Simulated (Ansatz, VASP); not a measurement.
One calculation of MgO2, two programs

File POSCAR:

```
MgO2
1.0
    1.6047610160      0.9265092046      3.7734971849
   -1.6047610160      0.9265092046      3.7734971849
    0.0000000000     -1.8530184092      3.7734971849
Mg O
1 2
Direct
    0.0000000000      0.0000000000      0.0000000000
    0.4287860000      0.4287860000      0.4287860000
    0.5712140000      0.5712140000      0.5712140000
```

The input INCAR.step1:

```
PREC = Accurate
ENCUT = 520
ISMEAR = 0
SIGMA = 0.05
LREAL = F
LASPH = T
NELM = 100
NBANDS = 14
GGA = PE
ALGO = Normal
EDIFF = 1E-4
LWAVE = T
LCHARG = F
```

The input INCAR.step2:

```
PREC = Accurate
ENCUT = 520
EDIFF = 1E-6
ISMEAR = 0
SIGMA = 0.05
LREAL = F
LASPH = T
NELM = 100
ALGO = Normal
ISIF = 2
LWAVE = F
LCHARG = F
METAGGA = R2SCAN
LMIXTAU = T
NBANDS = 14
ISTART = 1
```

The input KPOINTS:

```
regular mesh
0
Gamma
  12 12 12
```

Input for Ansatz:

```yaml
crystal:
  lattice:
    - [1.604761016, 0.9265092046, 3.7734971849]
    - [-1.604761016, 0.9265092046, 3.7734971849]
    - [0.0, -1.8530184092, 3.7734971849]
  atoms:
    - { symbol: Mg, position: [0.0, 0.0, 0.0] }
    - { symbol: O, position: [0.428786, 0.428786, 0.428786] }
    - { symbol: O, position: [0.571214, 0.571214, 0.571214] }
basis:
  ecutwfc: 500
kpoints:
  mp_grid: { grid: [12, 12, 12] }
hamiltonian:
  xc: r2scan
scf:
  occupations: { method: gaussian, width: 0.05 }
output:
  forces: true
  stress: true
  eigenvalues: true
```

Change from the starting cell: strain +0.000 along x and y, +0.080 along z, atoms carried along.

Alike in both runs: task single point; functional r2SCAN; k mesh 12 × 12 × 12; occupations gaussian, width 0.05 eV; no spin polarisation.

```csv
,VASP,Ansatz
version,VASP 6.6.1,Ansatz 0.2.0
potentials or method,"VASP PAW PBE potentials, release 64 (Mg, O), cutoff 520 eV","scalar-relativistic, plane waves, PAW"
valence electrons in the cell,14,22
```

```csv
,VASP,Ansatz,Ansatz less VASP
gap on the k mesh at the Fermi level (eV),1.45,1.47,+0.019
least direct gap on the mesh (eV),1.45,1.47,+0.019
pressure (GPa),-16.5,-15.9,+0.62
"traceless stress, the component that is largest in VASP (GPa)",-20.64,-21.27,-0.629
rms of the force components (eV/Å),0.625,0.685,+0.0597
```

VASP's potentials were made for PBE, not for r2SCAN. Atom by atom the forces differ by 0.060 eV/Å (rms over components). VASP's potentials hold 14 valence electrons a cell and Ansatz's 22, so a difference there can come from the potentials and not from the codes.
